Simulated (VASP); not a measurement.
Mo: single point with PBEsol

Crystal: Mo.

```
Mo
1.0
     2.74234    0.00000    0.00000
    -1.37117    2.37493    0.11127
     0.00000    0.11675    2.49207
Mo
1
Direct
  0.00000 0.00000 0.50000
```

This cell differs from its parent crystal: strain +0.0937 x Voigt [0, 0, 0, 1, 0, 0].

```json
{
  "Program": "VASP 6.6.1",
  "Task": "single point",
  "Functional": "PBEsol",
  "Potentials or basis": "VASP PAW PBE potentials, release 64 (Mo_sv)",
  "Cutoff": "520 eV",
  "k mesh": "24 × 24 × 24",
  "Occupations": "gaussian, width 0.15 eV",
  "Spin": "no spin polarisation"
}
```

```yaml
Pressure: 0.6 GPa
Band_gap_on_the_k_mesh: zero (bands 7 and 8 overlap by 1.93 eV)
```

Stress tensor (GPa, compression positive):
```
0.22 0.00 0.00
0.00 0.46 8.69
0.00 8.69 1.01
```

Levels at points of the mesh, in eV from the Fermi level:
```tsv
k point	band 4	band 5	band 6	band 7	band 8	band 9	band 10	band 11
(0.00, 0.00, 0.00)	-34.01	-6.89	-4.41	-0.97	-0.94	4.14	4.30	12.86
(0.50, 0.00, 0.00)	-33.89	-5.00	-3.38	0.96	1.45	3.56	4.38	10.16
(0.00, 0.50, 0.00)	-33.90	-5.01	-3.51	0.99	1.59	3.69	4.39	10.19
(0.00, 0.00, 0.50)	-34.06	-3.70	-0.17	-0.15	0.28	0.70	0.83	11.03
(0.50, 0.00, 0.50)	-34.37	-5.55	-3.42	-0.52	4.75	6.35	6.37	7.66
(0.00, 0.50, 0.50)	-34.35	-5.54	-3.24	-0.74	4.74	5.93	6.29	8.08
```

Wall time 6.4 min on 1 thread of Oxide Virtual Turin-like Processor, on a shared host, peak memory 0.7 GiB.

Caveat: the cell differs from its parent crystal (strain +0.0937 x Voigt [0, 0, 0, 1, 0, 0]); the PAW data sets were made with another functional, which shifts forces and pressure a little.
